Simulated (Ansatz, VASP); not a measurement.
# MgO: VASP beside Ansatz

File INCAR:

```
SYSTEM = MgO
PREC     = Accurate       ! precision mode
ENCUT    = 520            ! plane-wave cutoff, eV
EDIFF    = 1E-6           ! SCF threshold, eV
ISMEAR   = 0              ! smearing method
SIGMA    = 0.01           ! smearing width, eV
LREAL    = Auto         
LASPH    = .TRUE.         ! aspherical terms in the spheres
NELM     = 60             ! most SCF steps
ALGO     = Normal         ! electronic algorithm
ISIF     = 2              ! what is computed and relaxed
LWAVE    = .FALSE.        ! write WAVECAR
LCHARG   = .FALSE.        ! write CHGCAR
GGA      = PE             ! functional
NBANDS   = 46             ! bands
```

The input KPOINTS:

```
regular mesh
0
G
  2 2 2
  0 0 0
```

The input POSCAR:

```
MgO
1.0
    0.0000000000      4.2537045245     -4.2537045245
    4.2537045245      4.2537045245      0.0000000000
    4.2537045245      0.0000000000     -4.2537045245
Mg O
8 8
Direct
    0.0000000000      0.0000000000      0.5000000000
    0.0000000000      0.5000000000      0.5000000000
    0.5000000000      0.0000000000      0.5000000000
    0.5000000000      0.5000000000      0.5000000000
    0.0000000000      0.0000000000      1.0000000000
    0.0000000000      0.5000000000      1.0000000000
    0.5000000000      0.0000000000      1.0000000000
    0.5000000000      0.5000000000      1.0000000000
    0.2500000000      0.7500000000      0.2500000000
    0.2500000000      0.2500000000      0.2500000000
    0.7500000000      0.7500000000      0.2500000000
    0.7500000000      0.2500000000      0.2500000000
    0.2500000000      0.7500000000      0.7500000000
    0.2500000000      0.2500000000      0.7500000000
    0.7500000000      0.7500000000      0.7500000000
    0.7500000000      0.2500000000      0.7500000000
```

Input for Ansatz:

```yaml
crystal:
  lattice:
    - [0.0, 4.2537045245, -4.2537045245]
    - [4.2537045245, 4.2537045245, 0.0]
    - [4.2537045245, 0.0, -4.2537045245]
  atoms:
    - { symbol: Mg, position: [0.0, 0.0, 0.5] }
    - { symbol: Mg, position: [0.0, 0.5, 0.5] }
    - { symbol: Mg, position: [0.5, 0.0, 0.5] }
    - { symbol: Mg, position: [0.5, 0.5, 0.5] }
    - { symbol: Mg, position: [0.0, 0.0, 1.0] }
    - { symbol: Mg, position: [0.0, 0.5, 1.0] }
    - { symbol: Mg, position: [0.5, 0.0, 1.0] }
    - { symbol: Mg, position: [0.5, 0.5, 1.0] }
    - { symbol: O, position: [0.25, 0.75, 0.25] }
    - { symbol: O, position: [0.25, 0.25, 0.25] }
    - { symbol: O, position: [0.75, 0.75, 0.25] }
    - { symbol: O, position: [0.75, 0.25, 0.25] }
    - { symbol: O, position: [0.25, 0.75, 0.75] }
    - { symbol: O, position: [0.25, 0.25, 0.75] }
    - { symbol: O, position: [0.75, 0.75, 0.75] }
    - { symbol: O, position: [0.75, 0.25, 0.75] }
basis:
  ecutwfc: 420
  xc_grid: 2
kpoints:
  mp_grid: { grid: [2, 2, 2], shift: [0.0, 0.0, 0.0] }
hamiltonian:
  xc: pbe
scf:
  occupations: { method: gaussian, width: 0.01 }
output:
  forces: true
  stress: true
  eigenvalues: true
  write_density: true
  write_potential: true
  elf: true
  volumetric_format: npy
```

Alike in both runs: task single point; functional PBE; k mesh 2 × 2 × 2; occupations gaussian, width 0.01 eV; no spin polarisation.

```csv
,VASP,Ansatz
version,VASP 6.6.1,Ansatz 0.2.0
potentials or method,"VASP PAW PBE potentials, release 64 (Mg, O), cutoff 520 eV","scalar-relativistic, plane waves, PAW"
valence electrons in the cell,64,128
```

|  | VASP | Ansatz | Ansatz less VASP |
| --- | --- | --- | --- |
| gap on the k mesh at the Fermi level (eV) | 4.44 | 4.45 | +0.017 |
| least direct gap on the mesh (eV) | 4.44 | 4.45 | +0.017 |
| pressure (GPa) | -0.6 | 0.0 | +0.68 |

VASP's potentials hold 64 valence electrons a cell and Ansatz's 128, so a difference there can come from the potentials and not from the codes.

The k mesh is coarse, so the values compare programs but aren't converged.
